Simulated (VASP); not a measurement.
Input of a VASP 6.6.1 run:

INCAR

```
SYSTEM = Ta
PREC = Accurate ; ENCUT = 520
EDIFF = 1E-6 ; ISMEAR = 0
SIGMA = 0.1 ; LREAL = .FALSE.
LASPH = .TRUE. ; NELM = 80
ALGO = Normal ; ISIF = 2
LWAVE = .FALSE. ; LCHARG = .FALSE.
LDIPOL = .TRUE. ; IDIPOL = 3
DIPOL = 0.5 0.5 0.294 ; GGA = PE
NBANDS = 12
```

File KPOINTS:

```
Automatic mesh
0
G
  22 22 1
  0 0 0
```

File POSCAR:

```
Ta
1.0
    2.6160225194      0.0000000000      0.0000000000
    0.0000000000      2.6160225194      0.0000000000
    0.0000000000      0.0000000000     23.8000000000
Ta
1
Direct
    0.0000000000      0.0000000000      0.2941176471
```

Potentials or basis: VASP PAW PBE potentials, release 64 (Ta_pv).

Command:

```sh
$ cat potpaw_PBE.64/Ta_pv/POTCAR > POTCAR
$ mpirun -np 1 vasp_std > vasp.out
```

Question: Predict the band gap on the k mesh.

Answer: Zero (an odd number of electrons rules out a gap without spin polarisation).

Caveat: spin-orbit coupling is left out, which moves the levels of the heavy elements.
